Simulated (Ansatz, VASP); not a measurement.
Ga3Sb in VASP and in Ansatz

```
Sb Ga
1.0
    -2.20114    2.20114    4.85385
     2.20114   -2.20114    4.85385
     2.20114    2.20114   -4.85385
Sb Ga
1 3
Cartesian
  0.0000 0.0000 0.0000
  0.0000 0.0000 4.8539
  2.2011 0.0000 2.4269
  0.0000 2.2011 2.4269
```

Change from the starting cell: volume scaled by 1.06.

Alike in both runs: task single point; functional PBEsol; k mesh 9 × 9 × 9; occupations fermi-dirac, width 0.05 eV; no spin polarisation.

```csv
,VASP,Ansatz
version,VASP 6.6.1,Ansatz 0.2.0
potentials or method,"VASP PAW PBE potentials, release 64 (Sb, Ga_d), cutoff 520 eV","all-electron LAPW, scalar-relativistic"
```

```tsv
	VASP	Ansatz	Ansatz less VASP
gap on the k mesh at the Fermi level (eV)	none	none	-
pressure (GPa)	-5.4	-5.4	0.00
traceless stress, the component that is largest in VASP (GPa)	0.23	0.23	0.000
```

VASP's potentials were made for PBE, not for PBEsol. A gap of «none» marks a metal or a gap that the smearing closes. Ansatz ran all-electron here, and VASP with PAW potentials.

Spin-orbit coupling is off throughout.
